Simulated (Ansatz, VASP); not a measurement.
# One calculation of Bi, two programs

File INCAR:

```
SYSTEM = Bi
PREC = Accurate
ENCUT = 600
EDIFF = 1E-7
ISMEAR = -1
SIGMA = 0.1
LREAL = .FALSE.
LASPH = .TRUE.
NELM = 80
ALGO = Normal
ISIF = 3
LWAVE = .FALSE.
LCHARG = .FALSE.
GGA = RP
IBRION = 2
NSW = 80
EDIFFG = -0.01
```

Contents of KPOINTS:

```
regular mesh
0
G
  10 10 3
  0 0 0
```

Contents of POSCAR:

```
Bi
1.0
    3.5579831475      0.0000000000      0.0000000000
   -1.7789915738      3.0813037920      0.0000000000
    0.0000000000      0.0000000000     11.6203729598
Bi
4
Direct
    0.0000000000      0.0000000000      0.0000000000
    0.0000000000      0.0000000000      0.5000000000
    0.3333333333      0.6666666667      0.2500000000
    0.6666666667      0.3333333333      0.7500000000
```

Input for Ansatz:

```yaml
crystal:
  lattice:
    - [3.5579831475, 0.0, 0.0]
    - [-1.7789915738, 3.081303792, 0.0]
    - [0.0, 0.0, 11.6203729598]
  atoms:
    - { symbol: Bi, position: [0.0, 0.0, 0.0] }
    - { symbol: Bi, position: [0.0, 0.0, 0.5] }
    - { symbol: Bi, position: [0.3333333333, 0.6666666667, 0.25] }
    - { symbol: Bi, position: [0.6666666667, 0.3333333333, 0.75] }
hamiltonian:
  xc: rpbe
  pseudopotentials:
    kind: paw
    azcp:
      Bi: "pseudopotentials/Bi.paw.azcp"
basis:
  ecutwfc: 420
  fft_grid_basis: typed
kpoints:
  mp_grid: { grid: [10, 10, 3], shift: [0, 0, 0] }
magnetization:
  spin_polarized: false
scf:
  occupations: { method: fermi_dirac, width: 0.1 }
relax:
  max_steps: 60
  f_tol: 0.01
  cell: {}
output:
  write_density: true
  write_potential: true
  elf: true
  volumetric_format: npy
```

Alike in both runs: task relaxation of cell and atoms; functional RPBE; k mesh 10 × 10 × 3; occupations fermi-dirac, width 0.1 eV; no spin polarisation.

|  | VASP | Ansatz |
| --- | --- | --- |
| version | VASP 6.6.1 | Ansatz 0.2.0 |
| potentials or method | VASP PAW PBE potentials, release 64 (Bi_d), cutoff 600 eV | plane waves (420 eV) with PAW, scalar-relativistic |
| valence electrons in the cell | 60 | 60 |

VASP gave:

```
relaxed volume (Å³/atom)                                        : 32.57
relaxed length of the cell vector where the two differ most in proportion (Å) : 11.903
```

**Question.** Which values does Ansatz return?

**Answer.** Relaxed volume (Å³/atom): 32.60; relaxed length of the cell vector where the two differ most in proportion (Å): 11.911.

VASP's potentials were made for PBE, not for RPBE.

Spin-orbit coupling is off throughout.
